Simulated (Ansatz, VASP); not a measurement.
**Two plane-wave programs on PbF2**

Contents of INCAR:

```
SYSTEM = PbF2
PREC = Accurate ; ENCUT = 520
EDIFF = 1E-6 ; ISMEAR = 0
SIGMA = 0.01 ; LREAL = .FALSE.
LASPH = .TRUE. ; NELM = 100
ALGO = Normal ; ISIF = 2
LWAVE = .FALSE. ; LCHARG = .FALSE.
GGA = PE ; NBANDS = 37
```

KPOINTS

```
Automatic mesh
0
G
  6 6 6
  0 0 0
```

The input POSCAR:

```
PbF2
1.0
   -2.3379116626      2.3379116626      6.4563010423
    2.3379116626     -2.3379116626      6.4563010423
    2.3379116626      2.3379116626     -6.4563010423
Pb F
2 4
Direct
    0.7500000000      0.2500000000      0.5000000000
    0.0000000000      0.0000000000      0.0000000000
    0.5548279960      0.0548279960      0.5000000000
    0.8048279960      0.8048279960      0.0000000000
    0.1951720040      0.1951720040      0.0000000000
    0.9451720040      0.4451720040      0.5000000000
```

Input for Ansatz:

```yaml
crystal:
  lattice:
    - [-2.3379116626, 2.3379116626, 6.4563010423]
    - [2.3379116626, -2.3379116626, 6.4563010423]
    - [2.3379116626, 2.3379116626, -6.4563010423]
  atoms:
    - { symbol: Pb, position: [0.75, 0.25, 0.5] }
    - { symbol: Pb, position: [0.0, 0.0, 0.0] }
    - { symbol: F, position: [0.554827996, 0.054827996, 0.5] }
    - { symbol: F, position: [0.804827996, 0.804827996, 0.0] }
    - { symbol: F, position: [0.195172004, 0.195172004, 0.0] }
    - { symbol: F, position: [0.945172004, 0.445172004, 0.5] }
kpoints:
  mp_grid: { grid: [6, 6, 6] }
hamiltonian:
  xc: pbe
scf:
  occupations: { method: fixed }
  n_extra_bands: 5
output:
  forces: true
  stress: true
  eigenvalues: true
```

Alike in both runs: task single point; functional PBE; k mesh 6 × 6 × 6; no spin polarisation.

```csv
,VASP,Ansatz
version,VASP 6.6.1,Ansatz 0.2.0
potentials or method,"VASP PAW PBE potentials, release 64 (Pb_d, F)","plane waves, PAW"
plane-wave cutoff (eV),520,420
occupations,"gaussian, width 0.01 eV",fixed
valence electrons in the cell,56,56
```

|  | VASP | Ansatz | Ansatz less VASP |
| --- | --- | --- | --- |
| gap on the k mesh at the Fermi level (eV) | 4.07 | 4.07 | -0.001 |
| pressure (GPa) | 1.4 | 1.5 | +0.15 |
| traceless stress, the component that is largest in VASP (GPa) | 0.17 | 0.17 | -0.006 |
| rms of the force components (eV/Å) | 0.017 | 0.016 | -0.0006 |

Atom by atom the forces differ by 0.001 eV/Å (rms over components).

Neither program's run includes spin-orbit coupling.
